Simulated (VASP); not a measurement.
**W: single point with PBEsol**

System: W, a slab with vacuum.

```xyz
5
Lattice="2.7666 0.0000 0.0000 -0.9222 2.6084 0.0000 0.0000 0.0000 27.0357" Properties=species:S:1:pos:R:3 pbc="T T T"
W     0.9222    1.3042    9.0000
W     0.0000    0.0000   11.2589
W     0.9222    1.3042   13.4652
W     0.0000    0.0000   15.6827
W     0.9222    1.3042   17.7922
```

```
Program             : VASP 6.6.1
Task                : single point
Functional          : PBEsol
Potentials or basis : VASP PAW PBE potentials, release 64 (W_sv)
Cutoff              : 400 eV
k mesh              : 27 × 27 × 1
Occupations         : gaussian, width 0.1 eV
Spin                : no spin polarisation
```

```
Largest force          : 1.149 eV/Å
Band gap on the k mesh : zero (bands 35 and 36 overlap by 1.93 eV)
```

Forces in eV/Å, atoms in the order of the input:
```
W    0.000  0.000  1.120
W    0.000  0.000 -1.149
W    0.000  0.000  0.021
W    0.000  0.000 -0.126
W    0.000  0.000  0.134
```

Levels at points of the mesh, in eV from the Fermi level:
| k point | band 31 | band 32 | band 33 | band 34 | band 35 | band 36 | band 37 | band 38 | band 39 | band 40 |
| --- | --- | --- | --- | --- | --- | --- | --- | --- | --- | --- |
| (0.00, 0.00, 0.00) | -1.29 | -1.25 | -1.20 | -1.16 | -1.09 | -0.08 | -0.03 | 0.78 | 1.54 | 1.75 |

It took 46 min on 1 thread of Intel(R) Xeon(R) Platinum 8259CL CPU @ 2.50GHz (Skylake/Cascade Lake) (shared host), peak memory 0.79 GiB.

Caveat: the PAW data sets were made with another functional, which shifts forces and pressure a little; spin-orbit coupling is left out, which moves the levels of the heavy elements.
